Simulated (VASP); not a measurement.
**W: single point with LDA**

Crystal: W.

```
W
1.0
    -0.73639    1.73347    1.73347
     1.73347   -0.73639    1.73347
     1.73347    1.73347   -0.73639
W
1
Direct
  0.00000 0.00000 0.00000
```

| Item | Value |
| --- | --- |
| Program | VASP 6.6.1 |
| Task | single point |
| Functional | LDA |
| Potentials or basis | VASP PAW LDA potentials, release 64 (W_sv) |
| Cutoff | 520 eV |
| k mesh | 22 × 22 × 22 |
| Occupations | gaussian, width 0.15 eV |
| Spin | no spin polarisation |
| Dipole correction | no |
| Further INCAR settings | ALGO = Fast; EDIFF = 1e-06; NBANDS = 13 |

| Item | Value |
| --- | --- |
| Pressure | 12.2 GPa |
| Band gap on the k mesh | zero (bands 7 and 8 overlap by 2.98 eV) |

Stress tensor (GPa, compression positive):
```
12.18  7.76  7.76
 7.76 12.18  7.76
 7.76  7.76 12.18
```

Levels at points of the mesh, in eV from the Fermi level:
| k point | band 3 | band 4 | band 5 | band 6 | band 7 | band 8 | band 9 | band 10 | band 11 | band 12 |
| --- | --- | --- | --- | --- | --- | --- | --- | --- | --- | --- |
| (0.00, 0.00, 0.00) | -37.41 | -37.26 | -9.01 | -4.78 | -4.78 | 4.99 | 4.99 | 5.22 | 14.44 | 15.95 |
| (0.50, 0.00, 0.00) | -37.26 | -37.16 | -5.40 | -3.78 | -0.59 | 0.90 | 1.20 | 5.49 | 10.44 | 14.18 |
| (0.50, 0.50, 0.00) | -38.73 | -37.07 | -6.30 | -3.27 | 1.75 | 2.04 | 4.64 | 6.12 | 8.28 | 15.24 |
| (0.50, 0.50, 0.50) | -38.51 | -38.51 | -5.08 | -4.12 | -4.12 | 7.07 | 8.55 | 8.55 | 11.32 | 13.82 |

It took 94 s on 1 thread of AMD EPYC 9R45 96-Core Processor (Zen 5), with other jobs on the host, peak memory 0.26 GiB.

Caveat: the cell stands under pressure; spin-orbit coupling is left out, which moves the levels of the heavy elements.
